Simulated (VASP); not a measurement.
Here is a VASP 6.6.1 calculation.

POSCAR

```
MgS
1.0
    0.0000000000      2.9441119149      2.9441119149
    2.9441119149      0.0000000000      2.9441119149
    2.9441119149      2.9441119149      0.0000000000
Mg S
1 1
Direct
    0.0000000000      0.0000000000      0.0000000000
    0.2500000000      0.2500000000      0.2500000000
```

Contents of INCAR.step1:

```
PREC = Accurate ; ENCUT = 520
EDIFF = 1E-5 ; ISMEAR = 0
SIGMA = 0.01 ; LREAL = False
LASPH = True ; NELM = 100
ALGO = Normal ; ISIF = 2
LWAVE = True ; LCHARG = False
NBANDS = 11 ; GGA = PE
```

Contents of INCAR.step2:

```
PREC = Accurate ; ENCUT = 520
EDIFF = 1E-6 ; ISMEAR = 0
SIGMA = 0.01 ; LREAL = False
LASPH = True ; NELM = 100
ALGO = Normal ; ISIF = 2
LWAVE = False ; LCHARG = False
GGA = PE ; LHFCALC = True
HFSCREEN = 0.2079 ; PRECFOCK = Normal
NBANDS = 11 ; ISTART = 1
```

Contents of KPOINTS:

```
Automatic mesh
0
Gamma
  6 6 6
```

Potentials or basis: VASP PAW PBE potentials, release 64 (Mg, S).

Command:

```console
$ cat potpaw_PBE.64/Mg/POTCAR potpaw_PBE.64/S/POTCAR > POTCAR
$ cp INCAR.step1 INCAR
$ mpirun -np 1 vasp_std > vasp.out
$ cp INCAR.step2 INCAR
$ mpirun -np 1 vasp_std > vasp.out
```

Problem. Estimate the pressure.

Solution. -5.7 GPa.

Problem. Estimate the band gap on the k mesh.

Solution. 3.91 eV.

Caveat: the cell differs from its parent crystal (strain +4.0%); the cell stands under tension; the structure was generated, so it needn't be the stable form of MgS; the PAW data sets were made with another functional, which shifts forces and pressure a little.
